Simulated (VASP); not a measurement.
Wanted: the native input for a VASP 6.6.1 run.

```
Task                   : relaxation of cell and atoms
Functional             : PBEsol
Potentials or basis    : VASP PAW PBE potentials, release 64 (Ti_sv, H)
Cutoff                 : 500 eV
k mesh                 : 18 × 18 × 18
Occupations            : fermi-dirac, width 0.1 eV
Spin                   : no spin polarisation
Target pressure        : 20 GPa
Dipole correction      : no
Further INCAR settings : ALGO = Normal; EDIFF = 1e-07; IBRION = 2; EDIFFG = -0.01; NSW = 80; ISIF = 3
```

The structure of TiH lies in POSCAR:

```
TiH
1.0
    0.0000000000      2.0900000000      2.0900000000
    2.0900000000      0.0000000000      2.0900000000
    2.0900000000      2.0900000000      0.0000000000
Ti H
1 1
Direct
    0.0000000000      0.0000000000      0.0000000000
    0.5000000000      0.5000000000      0.5000000000
```

The input as run:

INCAR

```
SYSTEM = TiH
PREC = Accurate
ENCUT = 500
EDIFF = 1E-7
ISMEAR = -1
SIGMA = 0.1
LREAL = .FALSE.
LASPH = .TRUE.
NELM = 120
ALGO = Normal
ISIF = 3
LWAVE = .FALSE.
LCHARG = .FALSE.
GGA = PS
IBRION = 2
NSW = 80
EDIFFG = -0.01
PSTRESS = 200.0
GGA_COMPAT = .FALSE.
NELMIN = 4
```

KPOINTS

```
Automatic mesh
0
G
  18 18 18
  0 0 0
```

Potentials or basis: VASP PAW PBE potentials, release 64 (Ti_sv, H).

Launch:

```console
$ cat potpaw_PBE.64/Ti_sv/POTCAR potpaw_PBE.64/H/POTCAR > POTCAR
$ mpirun -np 1 vasp_std > vasp.out
```

It gave:

The relaxed volume is 7.98 Å³/atom, the relaxed cell is a = 2.825 Å, b = 2.825 Å, c = 2.825 Å, α = 60.00°, β = 60.00°, γ = 60.00° and the space group after relaxing (to 0.1 Å) is Fm-3m (No. 225). The energy change on relaxing (the run minimises the enthalpy) is +49.8 meV/atom. The ionic steps are 3. The pressure after relaxing is 20.0 GPa and the band gap on the k mesh is zero (an odd number of electrons rules out a gap without spin polarisation).

Caveat: the cell is relaxed towards a set pressure, so the run minimises the enthalpy, not the energy; the PAW data sets were made with another functional, which shifts forces and pressure a little; an odd number of electrons without spin polarisation forces a metal; a magnetic or distorted state may lie lower.

It took 51 s on 1 thread of Intel(R) Xeon(R) Platinum 8488C (Sapphire Rapids), with other jobs on the host, peak memory 0.17 GiB.
